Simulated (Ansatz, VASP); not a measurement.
Al2O3: VASP beside Ansatz

Contents of POSCAR:

```
Al2O3
1.0
    2.2605928790      1.3051539072      4.2233449177
   -2.2605928790      1.3051539072      4.2233449177
    0.0000000000     -2.6103078145      4.2233449177
Al O
4 6
Direct
    0.8519165699      0.8519165699      0.8519165699
    0.6480834301      0.6480834301      0.6480834301
    0.1480834301      0.1480834301      0.1480834301
    0.3519165699      0.3519165699      0.3519165699
    0.0563854984      0.4436145016      0.7500000000
    0.7500000000      0.0563854984      0.4436145016
    0.4436145016      0.7500000000      0.0563854984
    0.9436145016      0.5563854984      0.2500000000
    0.2500000000      0.9436145016      0.5563854984
    0.5563854984      0.2500000000      0.9436145016
```

INCAR.step1

```
ALGO = Normal ; EDIFF = 1E-4
ENCUT = 520 ; GGA = PE
ISMEAR = 0 ; LASPH = True
LCHARG = False ; LREAL = False
LWAVE = True ; NBANDS = 35
NELM = 60 ; PREC = Accurate
SIGMA = 0.05
```

Contents of INCAR.step2:

```
ALGO = Normal ; EDIFF = 1E-6
ENCUT = 520 ; ISIF = 2
ISMEAR = 0 ; ISTART = 1
LASPH = True ; LCHARG = False
LMIXTAU = True ; LREAL = False
LWAVE = False ; METAGGA = R2SCAN
NBANDS = 35 ; NELM = 60
PREC = Accurate ; SIGMA = 0.05
```

The input KPOINTS:

```
k-points
0
Gamma
  6 6 6
```

Input for Ansatz:

```yaml
crystal:
  lattice:
    - [2.260592879, 1.3051539072, 4.2233449177]
    - [-2.260592879, 1.3051539072, 4.2233449177]
    - [0.0, -2.6103078145, 4.2233449177]
  atoms:
    - { symbol: Al, position: [0.8519165699, 0.8519165699, 0.8519165699] }
    - { symbol: Al, position: [0.6480834301, 0.6480834301, 0.6480834301] }
    - { symbol: Al, position: [0.1480834301, 0.1480834301, 0.1480834301] }
    - { symbol: Al, position: [0.3519165699, 0.3519165699, 0.3519165699] }
    - { symbol: O, position: [0.0563854984, 0.4436145016, 0.75] }
    - { symbol: O, position: [0.75, 0.0563854984, 0.4436145016] }
    - { symbol: O, position: [0.4436145016, 0.75, 0.0563854984] }
    - { symbol: O, position: [0.9436145016, 0.5563854984, 0.25] }
    - { symbol: O, position: [0.25, 0.9436145016, 0.5563854984] }
    - { symbol: O, position: [0.5563854984, 0.25, 0.9436145016] }
basis:
  ecutwfc: 500
kpoints:
  mp_grid: { grid: [6, 6, 6] }
hamiltonian:
  xc: r2scan
scf:
  occupations: { method: gaussian, width: 0.05 }
output:
  forces: true
  stress: true
  eigenvalues: true
```

Change from the starting cell: strain -0.050 along x and y, -0.025 along z, atoms carried along.

Alike in both runs: task single point; functional r2SCAN; k mesh 6 × 6 × 6; occupations gaussian, width 0.05 eV; no spin polarisation.

```csv
,VASP,Ansatz
version,VASP 6.6.1,Ansatz 0.2.0
potentials or method,"VASP PAW PBE potentials, release 64 (Al, O), cutoff 520 eV","scalar-relativistic, plane waves, PAW"
valence electrons in the cell,48,48
```

VASP gave:

| Item | Value |
| --- | --- |
| gap on the k mesh at the Fermi level (eV) | 8.90 |
| least direct gap on the mesh (eV) | 8.90 |
| pressure (GPa) | 42.6 |
| traceless stress, the component that is largest in VASP (GPa) | -11.40 |
| rms of the force components (eV/Å) | 0.172 |

**Question.** Which values does Ansatz return?

**Answer.** gap on the k mesh at the Fermi level (eV): 8.87; least direct gap on the mesh (eV): 8.87; pressure (GPa): 42.8; traceless stress, the component that is largest in VASP (GPa): -11.25; rms of the force components (eV/Å): 0.167.

VASP's potentials were made for PBE, not for r2SCAN. Atom by atom the forces differ by 0.017 eV/Å (rms over components). Both programs put the cell under a high pressure, so it lies far from rest at this level.
